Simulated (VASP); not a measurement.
# NaH (Fm-3m) in VASP: notebook, part 2 of 2

VASP 6.6.1. Earlier steps stand in the parts before.

### 3 Vibrations by perturbation theory, PBEsol

This run uses another cell than the first one, of 10.63 Å³/atom.

Contents of INCAR:

```
SYSTEM = NaH
PREC     = Accurate       ! precision mode
ENCUT    = 520            ! plane-wave cutoff, eV
EDIFF    = 1E-8           ! SCF threshold, eV
ISMEAR   = 0              ! smearing method
SIGMA    = 0.01           ! smearing width, eV
LREAL    = .False.        ! projectors in reciprocal space
LASPH    = .True.         ! aspherical terms in the spheres
NELM     = 60             ! most SCF steps
ALGO     = Normal         ! electronic algorithm
ISIF     = 2              ! what is computed and relaxed
LWAVE    = .False.        ! write WAVECAR
LCHARG   = .False.        ! write CHGCAR
GGA      = PS             ! functional
NBANDS   = 11             ! bands
IBRION   = 8              ! ionic algorithm
NSW      = 1              ! ionic steps
```

Contents of KPOINTS:

```
regular mesh
0
Gamma
  8 8 8
  0 0 0
```

Contents of POSCAR:

```
NaH
1.0
    2.1989746614      2.1989746614      0.0000000000
   -2.1989746614      2.1989746614      0.0000000000
    0.0000000000      2.1989746614      2.1989746614
Na H
1 1
Direct
    0.0000000000      0.0000000000      0.0000000000
    0.5000000000      0.5000000000      0.0000000000
```

Potentials or basis: VASP PAW PBE potentials, release 64 (Na_pv, H).

The run is started by

```console
> cat potpaw_PBE.64/Na_pv/POTCAR potpaw_PBE.64/H/POTCAR > POTCAR
> mpirun -np 1 vasp_std > vasp.out
```

OUTCAR:

```text
SYSTEM = NaH
   PREC = Accurate
   ENCUT = 520
   EDIFF = 1E-8
   ISMEAR = 0
   LREAL = .False.
   LASPH = .True.
   NELM = 60
   ISIF = 2
   GGA = PS
   IBRION = 8
   NSW = 1

 ion  position               nearest neighbor table
   1  0.000  0.000  0.000-
   2  0.500  0.500  0.000-

  LATTYP: Found a face centered cubic cell.
 ALAT       =     4.3979493228

  Lattice vectors:

 A1 = (   0.0000000000,   2.1989746614,   2.1989746614)
 A2 = (   2.1989746614,   0.0000000000,   2.1989746614)
 A3 = (   2.1989746614,   2.1989746614,   0.0000000000)

Analysis of symmetry for initial positions (statically):
=====================================================================
 Subroutine PRICEL returns:
 Original cell was already a primitive cell.

 Routine SETGRP: Setting up the symmetry group for a
 face centered cubic supercell.

 Subroutine GETGRP returns: Found 48 space group operations
 (whereof 48 operations were pure point group operations)
 out of a pool of 48 trial point group operations.

The static configuration has the point symmetry O_h .

Analysis of symmetry for dynamics (positions and initial velocities):
=====================================================================
 Subroutine PRICEL returns:
 Original cell was already a primitive cell.

 Routine SETGRP: Setting up the symmetry group for a
 face centered cubic supercell.

 Subroutine GETGRP returns: Found 48 space group operations
 (whereof 48 operations were pure point group operations)
 out of a pool of 48 trial point group operations.

The dynamic configuration has the point symmetry O_h .

 Subroutine INISYM returns: Found 48 space group operations
 (whereof 48 operations are pure point group operations),
 and found     1 'primitive' translations

----------------------------------------------------------------------------------------

                                     Primitive cell

  volume of cell :      21.2662

  direct lattice vectors                    reciprocal lattice vectors
     2.198974661  2.198974661  0.000000000     0.227378700  0.227378700 -0.227378700
    -2.198974661  2.198974661  0.000000000    -0.227378700  0.227378700 -0.227378700
     0.000000000  2.198974661  2.198974661     0.000000000  0.000000000  0.454757400

  length of vectors
     3.109819789  3.109819789  3.109819789     0.393831461  0.393831461  0.454757400

  position of ions in fractional coordinates (direct lattice)
     0.000000000  0.000000000  0.000000000
     0.500000000  0.500000000  0.000000000

  ion indices of the primitive-cell ions
   primitive index   ion index
                 1           1
                 2           2

[... 137 lines left out ...]
      8      17.5773      0.00000
      9      19.3310      0.00000
     10      19.3310      0.00000
     11      19.3310      0.00000
[... 309 lines left out ...]
 k-point    24 :       0.5000    0.2500    0.1250
  band No.  band energies     occupation
      1     -21.8243      2.00000
      2     -21.7050      2.00000
      3     -21.6642      2.00000
      4      -0.6056      2.00000
      5       4.9382      0.00000
      6       8.7565      0.00000
      7      12.8062      0.00000
      8      17.7000      0.00000
      9      18.7972      0.00000
     10      22.6651      0.00000
     11      25.2223      0.00000

 [... further k-points ...]

------------------------ aborting loop because EDIFF is reached ----------------------------------------

  FORCE on cell =-STRESS in cart. coord.  units (eV):
  Direction    XX          YY          ZZ          XY          YZ          ZX
  --------------------------------------------------------------------------------------
  -------------------------------------------------------------------------------------
  Total        1.3374505      1.3374505      1.3374505     -0.0000000     -0.0000000      0.0000000
  in kB      100.7621991    100.7621991    100.7621991     -0.0000000     -0.0000000      0.0000000
  external PRESSURE =     100.7621991 kB  Pullay stress =       0.0000000 kB

 VOLUME and BASIS-vectors are now :
 -----------------------------------------------------------------------------
  energy-cutoff  :      520.00
  volume of cell :       21.27
      direct lattice vectors                 reciprocal lattice vectors
     2.198974661  2.198974661  0.000000000     0.227378700  0.227378700 -0.227378700
    -2.198974661  2.198974661  0.000000000    -0.227378700  0.227378700 -0.227378700
     0.000000000  2.198974661  2.198974661     0.000000000  0.000000000  0.454757400

 POSITION                                       TOTAL-FORCE (eV/Angst)
 -----------------------------------------------------------------------------------
      0.00000      0.00000      0.00000        -0.000000     -0.000000      0.000000
      0.00000      2.19897      0.00000         0.000000      0.000000      0.000000
 -----------------------------------------------------------------------------------
    total drift:                                0.000000     -0.000000     -0.000000

  FREE ENERGIE OF THE ION-ELECTRON SYSTEM (eV)
  ---------------------------------------------------
  free  energy   TOTEN  =        -4.9234243745 eV

  energy  without entropy=       -4.9234243745  energy(sigma->0) =       -4.92342437

[... ionic steps 2 to 3 ...]

--------------------------------------- Ionic step        4  -------------------------------------------

------------------------ aborting loop because EDIFF is reached ----------------------------------------

[... ionic steps 5 to 6 ...]

--------------------------------------- Ionic step        7  -------------------------------------------

 Free energy of the ion-electron system (eV)
  ---------------------------------------------------
  ---------------------------------------------------
  free energy    TOTEN  =        -0.01782294 eV

  energy without entropy =       -0.01782294

------------------------ aborting loop because EDIFF is reached ----------------------------------------

 INTERNAL STRAIN TENSOR  FOR ION    2  DIRECTION 1   (eV/Angst):
 -----------------------------------------------------------------------------
    -0.01046 -0.00000 -0.00000
    -0.00000  0.00493  0.00000
     0.00000  0.00000  0.00493

 INTERNAL STRAIN TENSOR FOR ION    2 for displacements in x,y,z  (eV/Angst):
          X           Y           Z          XY          YZ          ZX
  --------------------------------------------------------------------------------
  x     0.00000     0.00000     0.00000     0.00000     0.00000     0.00000
  y     0.00000     0.00000     0.00000     0.00000     0.00000     0.00000
  z     0.00000     0.00000     0.00000     0.00000     0.00000     0.00000

 SECOND DERIVATIVES (NOT SYMMETRIZED)
 ------------------------------------
               1X          1Y          1Z          2X          2Y          2Z
  1X    -2.230475    0.000000    0.000000    2.230475    0.000000    0.000000
  1Y     0.000000   -2.230475    0.000000    0.000000    2.230475    0.000000
  1Z     0.000000    0.000000   -2.230475    0.000000    0.000000    2.230475
  2X     2.217575    0.000000    0.000000   -2.217575    0.000000    0.000000
  2Y     0.000000    2.217575    0.000000    0.000000   -2.217575    0.000000
  2Z     0.000000    0.000000    2.217575    0.000000    0.000000   -2.217575

 Eigenvectors and eigenvalues of the dynamical matrix
 ----------------------------------------------------

   1 f  =   23.784185 THz   149.440444 2PiTHz  793.355029 cm-1    98.363443 meV
             X         Y         Z           dx          dy          dz
      0.000000  0.000000  0.000000     0.000000    0.204736    0.000000
      0.000000  2.198975  0.000000     0.000000   -0.978817    0.000000
[... 21 lines left out ...]
   6 f/i=    0.013822 THz     0.086849 2PiTHz    0.461065 cm-1     0.057165 meV
             X         Y         Z           dx          dy          dz
      0.000000  0.000000  0.000000     0.000000   -0.978817    0.000000
      0.000000  2.198975  0.000000     0.000000   -0.204736    0.000000

--------------------------------------------------------------------------------------------------------

 ELASTIC MODULI CONTR FROM IONIC RELAXATION (kBar)
 Direction    XX          YY          ZZ          XY          YZ          ZX
 --------------------------------------------------------------------------------
 XX           0.0000      0.0000      0.0000      0.0000      0.0000      0.0000
 YY           0.0000      0.0000      0.0000      0.0000      0.0000      0.0000
 ZZ           0.0000      0.0000      0.0000      0.0000      0.0000      0.0000
 XY           0.0000      0.0000      0.0000      0.0000      0.0000      0.0000
 YZ           0.0000      0.0000      0.0000      0.0000      0.0000      0.0000
 ZX           0.0000      0.0000      0.0000      0.0000      0.0000      0.0000
 --------------------------------------------------------------------------------
```

Wall time 54 s (1 thread of Intel Xeon 8259CL, shared host); peak memory 0.17 GiB.

Results:

```yaml
Highest_phonon_frequency_at_Γ: 793 cm⁻¹
```

Phonon frequencies in cm⁻¹ (negative: imaginary):
```tsv
q point	frequencies
(0.000, 0.000, 0.000)	0 0 0 793 793 793
```

Caveat: the cell stands under pressure or tension, which shifts response properties; the PAW data sets were made with another functional, which shifts forces and pressure a little.
